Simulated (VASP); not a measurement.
Set up this calculation in VASP 6.6.1, as the native input.

```
Task                   : single point
Functional             : r2SCAN
Potentials or basis    : VASP PAW PBE potentials, release 64 (Cs_sv, Pb_d, Cl)
Cutoff                 : 520 eV
k mesh                 : 6 × 6 × 6
Occupations            : gaussian, width 0.02 eV
Spin                   : no spin polarisation
Dipole correction      : no
Further INCAR settings : ALGO = Normal; EDIFF = 1e-06; NBANDS = 30
```

Crystal: CsPbCl3.

```
Cs Pb Cl
1.0
     5.67204    0.00000    0.00000
     0.00000    5.67204    0.00000
     0.00000    0.00000    5.67204
Cs Pb Cl
1 1 3
Direct
  0.00000 0.00000 0.00000
  0.50000 0.50000 0.50000
  0.50000 0.50000 0.00000
  0.00000 0.50000 0.50000
  0.50000 0.00000 0.50000
```

One way to write it, as run:

POSCAR

```
CsPbCl3
1.0
    5.6720389334      0.0000000000      0.0000000000
    0.0000000000      5.6720389334      0.0000000000
    0.0000000000      0.0000000000      5.6720389334
Cs Pb Cl
1 1 3
Direct
    0.0000000000      0.0000000000      0.0000000000
    0.5000000000      0.5000000000      0.5000000000
    0.5000000000      0.5000000000      0.0000000000
    0.0000000000      0.5000000000      0.5000000000
    0.5000000000      0.0000000000      0.5000000000
```

INCAR.step1

```
PREC = Accurate
ENCUT = 520
ISMEAR = 0
SIGMA = 0.02
LREAL = False
LASPH = True
NELM = 60
NBANDS = 30
GGA = PE
ALGO = Normal
EDIFF = 1E-4
LWAVE = True
LCHARG = False
```

INCAR.step2

```
PREC = Accurate
ENCUT = 520
EDIFF = 1E-6
ISMEAR = 0
SIGMA = 0.02
LREAL = False
LASPH = True
NELM = 60
ALGO = Normal
ISIF = 2
LWAVE = False
LCHARG = False
METAGGA = R2SCAN
LMIXTAU = True
NBANDS = 30
ISTART = 1
```

KPOINTS

```
Automatic mesh
0
Gamma
  6 6 6
```

Potentials or basis: VASP PAW PBE potentials, release 64 (Cs_sv, Pb_d, Cl).

The run is started by

```sh
$ cat potpaw_PBE.64/Cs_sv/POTCAR potpaw_PBE.64/Pb_d/POTCAR potpaw_PBE.64/Cl/POTCAR > POTCAR
$ cp INCAR.step1 INCAR
$ mpirun -np 1 vasp_std > vasp.out
$ cp INCAR.step2 INCAR
$ mpirun -np 1 vasp_std > vasp.out
```

Results of the run:

```
Pressure               : 0.0 GPa
Band gap on the k mesh : 2.47 eV, direct
```

Caveat: the PAW data sets were made with another functional, which shifts forces and pressure a little; spin-orbit coupling is left out, which moves the levels of the heavy elements.

Wall time 5.5 min on 1 thread of Oxide Virtual Turin-like Processor (shared host), peak memory 0.32 GiB.
